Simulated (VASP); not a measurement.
Wanted: the native input for a VASP 6.6.1 run.

```
Task                   : single point
Functional             : PBE
Potentials or basis    : VASP PAW PBE potentials, release 64 (Ti_sv, B)
Cutoff                 : 520 eV
k mesh                 : 11 × 11 × 9
Occupations            : fermi-dirac, width 0.1 eV
Spin                   : no spin polarisation
Dipole correction      : no
Further INCAR settings : ALGO = Normal; EDIFF = 1e-07; NBANDS = 16
```

The structure of TiB2 lies in POSCAR:

```
TiB2
1.0
    3.0886111617      0.0000000000      0.0000000000
   -1.5443055808      2.6748157252      0.0000000000
    0.0000000000      0.0000000000      3.2917180359
Ti B
1 2
Direct
    0.0000000000      0.0000000000      0.0000000000
    0.3333333333      0.6666666667      0.5000000000
    0.6666666667      0.3333333333      0.5000000000
```

The input as run:

INCAR

```
PREC     = Accurate       # precision mode
ENCUT    = 520            # plane-wave cutoff, eV
EDIFF    = 1E-7           # SCF threshold, eV
ISMEAR   = -1             # smearing method
SIGMA    = 0.1            # smearing width, eV
LREAL    = F              # projectors in reciprocal space
LASPH    = T              # aspherical terms in the spheres
NELM     = 80             # most SCF steps
ALGO     = Normal         # electronic algorithm
ISIF     = 2              # what is computed and relaxed
LWAVE    = F              # write WAVECAR
LCHARG   = T              # write CHGCAR
GGA      = PE             # functional
LELF     = T              # ELF
LVHAR    = T            
NBANDS   = 16             # bands
```

KPOINTS

```
Automatic mesh
0
Gamma
  11 11 9
```

Potentials or basis: VASP PAW PBE potentials, release 64 (Ti_sv, B).

Launch:

```console
$ cat potpaw_PBE.64/Ti_sv/POTCAR potpaw_PBE.64/B/POTCAR > POTCAR
$ mpirun -np 1 vasp_std > vasp.out
```

It gave:

```json
{"Pressure": "-12.9 GPa", "Band gap on the k mesh": "zero (band 9 reaches 9.54 eV, above the bottom of band 10 at 9.13 eV)"}
```

Run time: 40 s on 1 thread of Intel Xeon 8259CL (shared host), peak memory 0.16 GiB.
